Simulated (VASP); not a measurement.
# MgO (P6_3/mmc) in VASP: a series of runs

MgO is run at these levels: r2SCAN; tasks: single point.

Everything below comes from runs of VASP 6.6.1. Logs are shortened: lines on timing, memory, paths and dates and some standing lists are left out, and cuts for length are marked.

## 1. The cell of the first run

The structure is hexagonal, space group P6_3/mmc (No. 194). Conventional cell: a = 3.484 Å, b = 3.484 Å, c = 4.207 Å, α = 90.00°, β = 90.00°, γ = 120.00°. Within 2.7 Å of Mg (site symmetry -6m2) lie 5 O at 2.01 to 2.10 Å. O (site symmetry -6m2) has 5 Mg at 2.01 to 2.10 Å within 2.7 Å.

## 2. Single point, r2SCAN (strain +0.0050 x Voigt [0, 0, 1, 0, 0, 0])

Input file POSCAR:

```
MgO
1.0
    3.4841042127      0.0000000000      0.0000000000
   -1.7420521064      3.0173227576      0.0000000000
    0.0000000000      0.0000000000      4.2066160337
Mg O
2 2
Direct
    0.6666666667      0.3333333333      0.7500000000
    0.3333333333      0.6666666667      0.2500000000
    0.6666666667      0.3333333333      0.2500000000
    0.3333333333      0.6666666667      0.7500000000
```

Input file INCAR.step1:

```
ALGO = Normal
EDIFF = 1E-4
ENCUT = 520
GGA = PE
ISMEAR = 0
LASPH = T
LCHARG = F
LREAL = F
LWAVE = T
NBANDS = 16
NELM = 100
PREC = Accurate
SIGMA = 0.05
```

Input file INCAR.step2:

```
ALGO = Normal
EDIFF = 1E-7
ENCUT = 520
ISIF = 2
ISMEAR = 0
ISTART = 1
LASPH = T
LCHARG = F
LMIXTAU = T
LREAL = F
LWAVE = F
METAGGA = R2SCAN
NBANDS = 16
NELM = 100
PREC = Accurate
SIGMA = 0.05
```

Input file KPOINTS:

```
k-points
0
Gamma
  6 6 6
```

Potentials or basis: VASP PAW PBE potentials, release 64 (Mg, O).

The run is started by

```console
cat potpaw_PBE.64/Mg/POTCAR potpaw_PBE.64/O/POTCAR > POTCAR
cp INCAR.step1 INCAR
mpirun -np 1 vasp_std > vasp.out
cp INCAR.step2 INCAR
mpirun -np 1 vasp_std > vasp.out
```

OUTCAR:

```text
EDIFF = 1E-7
   ENCUT = 520
   ISIF = 2
   ISMEAR = 0
   ISTART = 1
   LASPH = T
   LREAL = F
   METAGGA = R2SCAN
   NELM = 100
   PREC = Accurate

 ion  position               nearest neighbor table
   1  0.667  0.333  0.750-   4 2.01   4 2.01   4 2.01   3 2.10   3 2.10   2 2.91   2 2.91   2 2.91
                             2 2.91   2 2.91   2 2.91
   2  0.333  0.667  0.250-   3 2.01   3 2.01   3 2.01   4 2.10   4 2.10   1 2.91   1 2.91   1 2.91
                             1 2.91   1 2.91   1 2.91
   3  0.667  0.333  0.250-   2 2.01   2 2.01   2 2.01   1 2.10   1 2.10
   4  0.333  0.667  0.750-   1 2.01   1 2.01   1 2.01   2 2.10   2 2.10

  LATTYP: Found a hexagonal cell.
 ALAT       =     3.4841042127
 C/A-ratio  =     1.2073737687

  Lattice vectors:

 A1 = (   3.4841042127,   0.0000000000,   0.0000000000)
 A2 = (  -1.7420521064,   3.0173227576,   0.0000000000)
 A3 = (   0.0000000000,   0.0000000000,   4.2066160337)

Analysis of symmetry for initial positions (statically):
=====================================================================
 Subroutine PRICEL returns:
 Original cell was already a primitive cell.

 Routine SETGRP: Setting up the symmetry group for a
 hexagonal supercell.

 Subroutine GETGRP returns: Found 24 space group operations
 (whereof 12 operations were pure point group operations)
 out of a pool of 24 trial point group operations.

The static configuration has the point symmetry D_3d.
 The point group associated with its full space group is D_6h.

Analysis of symmetry for dynamics (positions and initial velocities):
=====================================================================
 Subroutine PRICEL returns:
 Original cell was already a primitive cell.

 Routine SETGRP: Setting up the symmetry group for a
 hexagonal supercell.

 Subroutine GETGRP returns: Found 24 space group operations
 (whereof 12 operations were pure point group operations)
 out of a pool of 24 trial point group operations.

The dynamic configuration has the point symmetry D_3d.
 The point group associated with its full space group is D_6h.

 Subroutine INISYM returns: Found 24 space group operations
 (whereof 12 operations are pure point group operations),
 and found     1 'primitive' translations

----------------------------------------------------------------------------------------

                                     Primitive cell

  volume of cell :      44.2228

  direct lattice vectors                    reciprocal lattice vectors
     3.484104213  0.000000000  0.000000000     0.287017821  0.165709816  0.000000000
    -1.742052106  3.017322758  0.000000000     0.000000000  0.331419633  0.000000000
     0.000000000  0.000000000  4.206616034     0.000000000  0.000000000  0.237720769

  length of vectors
     3.484104213  3.484104213  4.206616034     0.331419633  0.331419633  0.237720769

  position of ions in fractional coordinates (direct lattice)
     0.666666667  0.333333333  0.750000000
     0.333333333  0.666666667  0.250000000
     0.666666667  0.333333333  0.250000000
     0.333333333  0.666666667  0.750000000

  ion indices of the primitive-cell ions
   primitive index   ion index
                 1           1
                 2           2
                 3           3
                 4           4

----------------------------------------------------------------------------------------

 KPOINTS: k-points

Automatic generation of k-mesh.
 Grid dimensions read from file:
 generate k-points for:    6    6    6

 Generating k-lattice:

  Cartesian coordinates                     Fractional coordinates (reciprocal lattice)
     0.047836304  0.027618303  0.000000000     0.166666667  0.000000000  0.000000000
     0.000000000  0.055236605  0.000000000     0.000000000  0.166666667  0.000000000
     0.000000000  0.000000000  0.039620128     0.000000000  0.000000000  0.166666667

  Length of vectors
     0.055236605  0.055236605  0.039620128

  Shift w.r.t. Gamma in fractional coordinates (k-lattice)
     0.000000000  0.000000000  0.000000000

[... 47 lines left out ...]

 E-fermi :   1.8795     XC(G=0): -10.5379

 val. band max:        1.5718740447   @ k =   0.0000   0.0000   0.0000
 cond. band min:       5.6194446138   @ k =   0.0000   0.0000   0.0000
 fundamental gap:      4.0475705691
 Fermi energy:         1.8795118018

 k-point     1 :       0.0000    0.0000    0.0000
  band No.  band energies     occupation
      1     -16.3036      2.00000
      2     -14.9614      2.00000
      3      -2.1076      2.00000
      4      -0.1843      2.00000
      5      -0.1843      2.00000
      6       0.7290      2.00000
[... 8 lines left out ...]
     15      18.2706      0.00000
     16      18.3303      0.00000

 k-point     2 :       0.1667    0.0000    0.0000
  band No.  band energies     occupation
      1     -16.1748      2.00000
      2     -14.9852      2.00000
      3      -1.8906      2.00000
      4      -0.6226      2.00000
      5      -0.3769      2.00000
      6       0.2247      2.00000
[... 8 lines left out ...]
     15      17.2334      0.00000
     16      17.4173      0.00000

 k-point     3 :       0.3333    0.0000    0.0000
  band No.  band energies     occupation
      1     -15.8616      2.00000
      2     -15.0830      2.00000
      3      -1.5668      2.00000
      4      -1.3149      2.00000
      5      -0.6696      2.00000
      6      -0.2504      2.00000
[... 8 lines left out ...]
     15      16.7023      0.00000
     16      17.2682      0.00000

 k-point     4 :       0.5000    0.0000    0.0000
  band No.  band energies     occupation
      1     -15.6312      2.00000
      2     -15.2035      2.00000
      3      -1.9933      2.00000
      4      -0.8215      2.00000
      5      -0.7919      2.00000
      6      -0.4111      2.00000
[... 8 lines left out ...]
     15      17.3216      0.00000
     16      17.3855      0.00000
[... 324 lines left out ...]
 k-point    22 :       0.0000    0.0000    0.5000
  band No.  band energies     occupation
      1     -15.6350      2.00000
      2     -15.6350      2.00000
      3      -0.8373      2.00000
      4      -0.8373      2.00000
      5       0.2544      2.00000
      6       0.2544      2.00000
[... 8 lines left out ...]
     15      18.3625      0.00000
     16      18.3625      0.00000

 k-point    23 :       0.1667    0.0000    0.5000
  band No.  band energies     occupation
      1     -15.5683      2.00000
      2     -15.5683      2.00000
      3      -1.3266      2.00000
      4      -1.3266      2.00000
      5       0.1914      2.00000
      6       0.1914      2.00000
[... 8 lines left out ...]
     15      18.0898      0.00000
     16      18.0898      0.00000

 k-point    24 :       0.3333    0.0000    0.5000
  band No.  band energies     occupation
      1     -15.4315      2.00000
      2     -15.4315      2.00000
      3      -2.0133      2.00000
      4      -2.0133      2.00000
      5       0.0697      2.00000
      6       0.0697      2.00000
[... 8 lines left out ...]
     15      17.4333      0.00000
     16      17.4333      0.00000

 [... further k-points ...]
[... 5 lines left out ...]
  --------------------------------------------------------------------------------------
  -------------------------------------------------------------------------------------
  Total       -0.2944154     -0.2944154     -0.6388664      0.0000000     -0.0000000      0.0000000
  in kB      -10.6665820    -10.6665820    -23.1459414      0.0000000     -0.0000000      0.0000000
  external PRESSURE =     -14.8263685 kB  Pullay stress =       0.0000000 kB

 VOLUME and BASIS-vectors are now :
 -----------------------------------------------------------------------------
  energy-cutoff  :      520.00
  volume of cell :       44.22
      direct lattice vectors                 reciprocal lattice vectors
     3.484104213  0.000000000  0.000000000     0.287017821  0.165709816  0.000000000
    -1.742052106  3.017322758  0.000000000     0.000000000  0.331419633  0.000000000
     0.000000000  0.000000000  4.206616034     0.000000000  0.000000000  0.237720769

 POSITION                                       TOTAL-FORCE (eV/Angst)
 -----------------------------------------------------------------------------------
      1.74205      1.00577      3.15496         0.000000      0.000000      0.000000
     -0.00000      2.01155      1.05165        -0.000000      0.000000      0.000000
      1.74205      1.00577      1.05165        -0.000000     -0.000000      0.000000
     -0.00000      2.01155      3.15496        -0.000000     -0.000000      0.000000
 -----------------------------------------------------------------------------------
    total drift:                               -0.000000      0.000000     -0.000000

  FREE ENERGIE OF THE ION-ELECTRON SYSTEM (eV)
  ---------------------------------------------------
  free  energy   TOTEN  =       -32.0677650112 eV

  energy  without entropy=      -32.0677650112  energy(sigma->0) =      -32.06776501
```

Wall time 60 s (1 thread of Intel Xeon Platinum 8375C at 2.90GHz (Ice Lake), shared host); peak memory 0.18 GiB.

What came out:

```
Free energy            : -32.0678 eV
Pressure               : -1.5 GPa
Band gap on the k mesh : 4.05 eV
```

Caveat: the cell differs from its parent crystal (strain +0.0050 x Voigt [0, 0, 1, 0, 0, 0]); the PAW data sets were made with another functional, which shifts forces and pressure a little.

## 3. Single point, r2SCAN (strain +0.0150 x Voigt [0, 0, 1, 0, 0, 0])

Changes to POSCAR since step 2:

```diff
@@ -4,3 +4,3 @@
    -1.7420521064      3.0173227576      0.0000000000
-    0.0000000000      0.0000000000      4.2066160337
+    0.0000000000      0.0000000000      4.2484729096
 Mg O
```

Input file INCAR.step1:

```
SYSTEM = MgO
PREC = Accurate
ENCUT = 520
ISMEAR = 0
SIGMA = 0.05
LREAL = .False.
LASPH = .True.
NELM = 80
NBANDS = 16
GGA = PE
ALGO = Normal
EDIFF = 1E-4
LWAVE = .True.
LCHARG = .False.
```

Input file INCAR.step2:

```
SYSTEM = MgO
PREC = Accurate
ENCUT = 520
EDIFF = 1E-7
ISMEAR = 0
SIGMA = 0.05
LREAL = .False.
LASPH = .True.
NELM = 80
ALGO = Normal
ISIF = 2
LWAVE = .False.
LCHARG = .False.
METAGGA = R2SCAN
LMIXTAU = .True.
NBANDS = 16
ISTART = 1
```

Input file KPOINTS:

```
regular mesh
0
Gamma
  6 6 6
  0 0 0
```

Potentials or basis: VASP PAW PBE potentials, release 64 (Mg, O).

The run is started by

```console
cat potpaw_PBE.64/Mg/POTCAR potpaw_PBE.64/O/POTCAR > POTCAR
cp INCAR.step1 INCAR
mpirun -np 1 vasp_std > vasp.out
cp INCAR.step2 INCAR
mpirun -np 1 vasp_std > vasp.out
```

Run time: 60 s. Hardware: 1 thread of Intel Xeon Platinum 8375C at 2.90GHz (Ice Lake), shared host; peak memory 0.18 GiB.

It converged, with:

- Free energy: -32.0585 eV
- Pressure: -2.8 GPa
- Band gap on the k mesh: 3.98 eV

Stress tensor (GPa, compression positive):
```
-1.82  0.00  0.00
 0.00 -1.82  0.00
 0.00  0.00 -4.72
```

Levels at points of the mesh, in eV from the valence-band top:
```
           k point  band 5  band 6  band 7  band 8  band 9  band 10  band 11  band 12
(0.00, 0.00, 0.00)   -1.74   -0.86   -0.86    0.00    3.98    10.18    12.88    13.44
(0.50, 0.00, 0.00)   -2.33   -2.01   -1.29   -0.59    7.63     9.80    10.45    13.06
(0.00, 0.00, 0.50)   -1.31   -1.31   -1.31   -1.31    7.02     7.02    13.82    13.82
(0.50, 0.00, 0.50)   -1.56   -1.56   -0.85   -0.85    7.94     7.94    12.80    12.80
```

Caveat: the cell differs from its parent crystal (strain +0.0150 x Voigt [0, 0, 1, 0, 0, 0]); the PAW data sets were made with another functional, which shifts forces and pressure a little.

## 4. Single point, r2SCAN (strain +0.0200 x Voigt [0, 0, 1, 0, 0, 0])

Changes to POSCAR since step 3:

```diff
@@ -4,3 +4,3 @@
    -1.7420521064      3.0173227576      0.0000000000
-    0.0000000000      0.0000000000      4.2484729096
+    0.0000000000      0.0000000000      4.2694013476
 Mg O
```

Input file INCAR.step1:

```
SYSTEM = MgO
PREC = Accurate
ENCUT = 520
ISMEAR = 0
SIGMA = 0.05
LREAL = .FALSE.
LASPH = .TRUE.
NELM = 60
NBANDS = 16
GGA = PE
ALGO = Normal
EDIFF = 1E-4
LWAVE = .TRUE.
LCHARG = .FALSE.
```

Input file INCAR.step2:

```
SYSTEM = MgO
PREC = Accurate
ENCUT = 520
EDIFF = 1E-7
ISMEAR = 0
SIGMA = 0.05
LREAL = .FALSE.
LASPH = .TRUE.
NELM = 60
ALGO = Normal
ISIF = 2
LWAVE = .FALSE.
LCHARG = .FALSE.
METAGGA = R2SCAN
LMIXTAU = .TRUE.
NBANDS = 16
ISTART = 1
```

Input file KPOINTS:

```
Automatic mesh
0
G
  6 6 6
  0 0 0
```

The run is started by

```console
cat potpaw_PBE.64/Mg/POTCAR potpaw_PBE.64/O/POTCAR > POTCAR
cp INCAR.step1 INCAR
mpirun -np 1 vasp_std > vasp.out
cp INCAR.step2 INCAR
mpirun -np 1 vasp_std > vasp.out
```

Wall time 53 s (1 thread of Intel Xeon Platinum 8375C at 2.90GHz (Ice Lake), shared host); peak memory 0.18 GiB.

The run converged. Its results:

* Free energy: -32.0516 eV
* Pressure: -3.4 GPa
* Band gap on the k mesh: 3.95 eV

Stress tensor (GPa, compression positive):
```
-2.19  0.00  0.00
 0.00 -2.19  0.00
 0.00  0.00 -5.81
```

Levels at points of the mesh, in eV from the valence-band top:
| k point | band 4 | band 5 | band 6 | band 7 | band 8 | band 9 | band 10 | band 11 | band 12 | band 13 |
| --- | --- | --- | --- | --- | --- | --- | --- | --- | --- | --- |
| (0.00, 0.00, 0.00) | -1.73 | -1.73 | -0.86 | -0.86 | 0.00 | 3.95 | 10.12 | 12.79 | 13.44 | 13.44 |
| (0.50, 0.00, 0.00) | -2.38 | -2.32 | -2.03 | -1.29 | -0.61 | 7.62 | 9.73 | 10.39 | 12.99 | 13.82 |
| (0.00, 0.00, 0.50) | -2.39 | -1.31 | -1.31 | -1.31 | -1.31 | 6.98 | 6.98 | 13.82 | 13.82 | 13.82 |
| (0.50, 0.00, 0.50) | -3.83 | -1.55 | -1.55 | -0.85 | -0.85 | 7.92 | 7.92 | 12.72 | 12.72 | 15.02 |

Caveat: the cell differs from its parent crystal (strain +0.0200 x Voigt [0, 0, 1, 0, 0, 0]); the cell stands under tension; the PAW data sets were made with another functional, which shifts forces and pressure a little.

## 5. Single point, r2SCAN (strain +0.0100 x Voigt [0, 0, 1, 0, 0, 0])

Changes to POSCAR since step 4:

```diff
@@ -4,3 +4,3 @@
    -1.7420521064      3.0173227576      0.0000000000
-    0.0000000000      0.0000000000      4.2694013476
+    0.0000000000      0.0000000000      4.2275444717
 Mg O
```

Input file INCAR.step1:

```
PREC = Accurate ; ENCUT = 520
ISMEAR = 0 ; SIGMA = 0.05
LREAL = F ; LASPH = T
NELM = 100 ; NBANDS = 16
GGA = PE ; ALGO = Normal
EDIFF = 1E-4 ; LWAVE = T
LCHARG = F
```

Input file INCAR.step2:

```
PREC = Accurate ; ENCUT = 520
EDIFF = 1E-6 ; ISMEAR = 0
SIGMA = 0.05 ; LREAL = F
LASPH = T ; NELM = 100
ALGO = Normal ; ISIF = 2
LWAVE = F ; LCHARG = F
METAGGA = R2SCAN ; LMIXTAU = T
NBANDS = 16 ; ISTART = 1
```

Input file KPOINTS:

```
regular mesh
0
Gamma
  6 6 6
```

The run is started by

```console
cat potpaw_PBE.64/Mg/POTCAR potpaw_PBE.64/O/POTCAR > POTCAR
cp INCAR.step1 INCAR
mpirun -np 1 vasp_std > vasp.out
cp INCAR.step2 INCAR
mpirun -np 1 vasp_std > vasp.out
```

Run time: 50 s. Hardware: 1 thread of Intel Xeon Platinum 8375C at 2.90GHz (Ice Lake), shared host; peak memory 0.18 GiB.

It converged, with:

```yaml
Free_energy: -32.0639 eV
Pressure: -2.2 GPa
Band_gap_on_the_k_mesh: 4.02 eV
```

Stress tensor (GPa, compression positive):
```
-1.45  0.00  0.00
 0.00 -1.45  0.00
 0.00  0.00 -3.56
```

Levels at points of the mesh, in eV from the valence-band top:
```csv
k point,band 6,band 7,band 8,band 9,band 10,band 11
"(0.00, 0.00, 0.00)",-0.85,-0.85,0.00,4.02,10.25,12.98
"(0.50, 0.00, 0.00)",-2.00,-1.30,-0.58,7.64,9.87,10.50
"(0.00, 0.00, 0.50)",-1.31,-1.31,-1.31,7.06,7.06,13.83
"(0.50, 0.00, 0.50)",-1.56,-0.84,-0.84,7.97,7.97,12.87
```

Caveat: the cell differs from its parent crystal (strain +0.0100 x Voigt [0, 0, 1, 0, 0, 0]); the PAW data sets were made with another functional, which shifts forces and pressure a little.

## 6. Single point, r2SCAN (strain +0.0175 x Voigt [0, 0, 1, 0, 0, 0])

Changes to POSCAR since step 5:

```diff
@@ -4,3 +4,3 @@
    -1.7420521064      3.0173227576      0.0000000000
-    0.0000000000      0.0000000000      4.2275444717
+    0.0000000000      0.0000000000      4.2589371286
 Mg O
```

Input file INCAR.step1:

```
SYSTEM = MgO
PREC = Accurate ; ENCUT = 520
ISMEAR = 0 ; SIGMA = 0.05
LREAL = .False. ; LASPH = .True.
NELM = 100 ; NBANDS = 16
GGA = PE ; ALGO = Normal
EDIFF = 1E-4 ; LWAVE = .True.
LCHARG = .False.
```

Input file INCAR.step2:

```
SYSTEM = MgO
PREC = Accurate ; ENCUT = 520
EDIFF = 1E-6 ; ISMEAR = 0
SIGMA = 0.05 ; LREAL = .False.
LASPH = .True. ; NELM = 100
ALGO = Normal ; ISIF = 2
LWAVE = .False. ; LCHARG = .False.
METAGGA = R2SCAN ; LMIXTAU = .True.
NBANDS = 16 ; ISTART = 1
```

Input file KPOINTS:

```
regular mesh
0
Gamma
  6 6 6
  0 0 0
```

Potentials or basis: VASP PAW PBE potentials, release 64 (Mg, O).

The run is started by

```console
cat potpaw_PBE.64/Mg/POTCAR potpaw_PBE.64/O/POTCAR > POTCAR
cp INCAR.step1 INCAR
mpirun -np 1 vasp_std > vasp.out
cp INCAR.step2 INCAR
mpirun -np 1 vasp_std > vasp.out
```

It took 58 s on 1 thread of Intel Xeon Platinum 8375C at 2.90GHz (Ice Lake), shared host; peak memory 0.18 GiB.

It converged, with:

- Free energy: -32.0552 eV
- Pressure: -3.1 GPa
- Band gap on the k mesh: 3.97 eV

Stress tensor (GPa, compression positive):
```
-2.01  0.00  0.00
 0.00 -2.01  0.00
 0.00  0.00 -5.28
```

Levels at points of the mesh, in eV from the valence-band top:
| k point | band 5 | band 6 | band 7 | band 8 | band 9 | band 10 | band 11 | band 12 |
| --- | --- | --- | --- | --- | --- | --- | --- | --- |
| (0.00, 0.00, 0.00) | -1.73 | -0.86 | -0.86 | 0.00 | 3.97 | 10.15 | 12.84 | 13.44 |
| (0.50, 0.00, 0.00) | -2.33 | -2.02 | -1.29 | -0.60 | 7.63 | 9.77 | 10.42 | 13.02 |
| (0.00, 0.00, 0.50) | -1.31 | -1.31 | -1.31 | -1.31 | 7.00 | 7.00 | 13.82 | 13.82 |
| (0.50, 0.00, 0.50) | -1.56 | -1.56 | -0.85 | -0.85 | 7.93 | 7.93 | 12.76 | 12.76 |

Caveat: the cell differs from its parent crystal (strain +0.0175 x Voigt [0, 0, 1, 0, 0, 0]); the cell stands under tension; the PAW data sets were made with another functional, which shifts forces and pressure a little.

## 7. Overview

```csv
cell,gap on the mesh (eV),pressure (GPa)
"a = 3.484, b = 3.484, c = 4.207 Å, angles 90.0, 90.0, 120.0°, 4 atoms",4.05,-1.5
"a = 3.484, b = 3.484, c = 4.248 Å, angles 90.0, 90.0, 120.0°, 4 atoms",3.98,-2.8
"a = 3.484, b = 3.484, c = 4.269 Å, angles 90.0, 90.0, 120.0°, 4 atoms",3.95,-3.4
"a = 3.484, b = 3.484, c = 4.228 Å, angles 90.0, 90.0, 120.0°, 4 atoms",4.02,-2.2
"a = 3.484, b = 3.484, c = 4.259 Å, angles 90.0, 90.0, 120.0°, 4 atoms",3.97,-3.1
```

Alike in all rows: task single point; level r2SCAN; potentials or basis VASP PAW PBE potentials, release 64 (Mg, O); no spin polarisation; k mesh 6 × 6 × 6; cutoff (eV) 520; smearing gaussian 0.05 eV.

Caveats: the PAW data sets were made with another functional, which shifts forces and pressure a little; the cell stands under tension (at least some runs).

Total energies depend on the potentials used, so only differences within one code and one set of settings carry meaning.
